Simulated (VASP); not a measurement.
A run of VASP 6.6.1 is set up as follows.

File INCAR:

```
  ALGO = Normal
  EDIFF = 1E-7
  ENCUT = 520
  GGA = RP
  ISIF = 2
  ISMEAR = 0
  LASPH = T
  LCHARG = F
  LREAL = F
  LWAVE = F
  NBANDS = 15
  NELM = 100
  PREC = Accurate
  SIGMA = 0.05
```

The input KPOINTS:

```
k-points
0
Gamma
  8 8 8
```

POSCAR

```
KF
1.0
    0.0000000000      2.8299443808      2.8299443808
    2.8299443808      0.0000000000      2.8299443808
    2.8299443808      2.8299443808      0.0000000000
K F
1 1
Direct
    0.0000000000      0.0000000000      0.0000000000
    0.5000000000      0.5000000000      0.5000000000
```

Potentials or basis: VASP PAW PBE potentials, release 64 (K_sv, F).

Launch:

```sh
$ cat potpaw_PBE.64/K_sv/POTCAR potpaw_PBE.64/F/POTCAR > POTCAR
$ mpirun -np 1 vasp_std > vasp.out
```

Q: Predict the pressure.

A: -0.9 GPa.

Q: Predict the band gap on the k mesh.

A: 5.64 eV.

Caveat: the PAW data sets were made with another functional, which shifts forces and pressure a little. A hybrid or GW would open this gap; RPBE tends to underestimate it.
